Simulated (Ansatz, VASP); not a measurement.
**One calculation of CoNiO2, two programs**

The input INCAR:

```
  PREC = Accurate
  ENCUT = 520
  EDIFF = 1E-7
  ISMEAR = -1
  SIGMA = 0.05
  LREAL = F
  LASPH = T
  NELM = 150
  ALGO = Normal
  ISIF = 2
  LWAVE = F
  LCHARG = T
  ISPIN = 2
  MAGMOM = 1 2 0 0
  LORBIT = 11
  LMAXMIX = 4
  LELF = T
  LVHAR = T
  NBANDS = 28
```

KPOINTS

```
Automatic mesh
0
Gamma
  9 9 6
```

The input POSCAR:

```
CoNiO2
1.0
    2.9941019676      0.0000000000      0.0000000000
    0.0000000000      2.9941019676      0.0000000000
    0.0000000000      0.0000000000      4.1939466629
Ni Co O
1 1 2
Direct
    0.0000000000      0.0000000000      0.0000000000
    0.5000000000      0.5000000000      0.5000000000
    0.0000000000      0.0000000000      0.5000000000
    0.5000000000      0.5000000000      0.0000000000
```

input.yaml

```yaml
crystal:
  lattice:
    - [2.9941019676, 0.0, 0.0]
    - [0.0, 2.9941019676, 0.0]
    - [0.0, 0.0, 4.1939466629]
  atoms:
    - { symbol: Ni, position: [0.0, 0.0, 0.0], spin: 1.0 }
    - { symbol: Co, position: [0.5, 0.5, 0.5], spin: 2.0 }
    - { symbol: O, position: [0.0, 0.0, 0.5] }
    - { symbol: O, position: [0.5, 0.5, 0.0] }
hamiltonian:
  xc: lda
  pseudopotentials: { kind: paw }
magnetization:
  spin_polarized: true
kpoints:
  mp_grid: { grid: [9, 9, 6] }
scf:
  occupations: { method: fermi_dirac, width: 0.05 }
output:
  forces: true
  stress: true
  eigenvalues: true
  write_density: true
  write_potential: true
  elf: true
  volumetric_format: npy
```

Alike in both runs: task single point; functional LDA; k mesh 9 × 9 × 6; occupations fermi-dirac, width 0.05 eV; collinear spin.

|  | VASP | Ansatz |
| --- | --- | --- |
| version | VASP 6.6.1 | Ansatz 0.2.0 |
| potentials or method | VASP PAW LDA potentials, release 64 (Ni, Co, O) | Ansatz PAW |
| plane-wave cutoff (eV) | 520 | 420 |
| valence electrons in the cell | 31 | 47 |

Ansatz gave:

| Quantity | Value |
| --- | --- |
| gap on the k mesh at the Fermi level (eV) | none |
| pressure (GPa) | -19.7 |
| traceless stress, the component that is largest in VASP (GPa) | 0.31 |
| net moment per atom (μB) | 0.88 |
| size of the moment on the site where the two differ most (μB) | 2.31 |

Task: Estimate VASP's values.

Result: gap on the k mesh at the Fermi level (eV): none; pressure (GPa): -21.2; traceless stress, the component that is largest in VASP (GPa): -0.10; net moment per atom (μB): 0.79; size of the moment on the site where the two differ most (μB): 2.19.

LDA's correlation is that of Perdew and Zunger in VASP and of Perdew and Wang (1992) in Ansatz. Site moments also hang on the region over which each program counts them. A gap of «none» marks a metal or a gap that the smearing closes. VASP's potentials hold 31 valence electrons a cell and Ansatz's 47, so a difference there can come from the potentials and not from the codes.
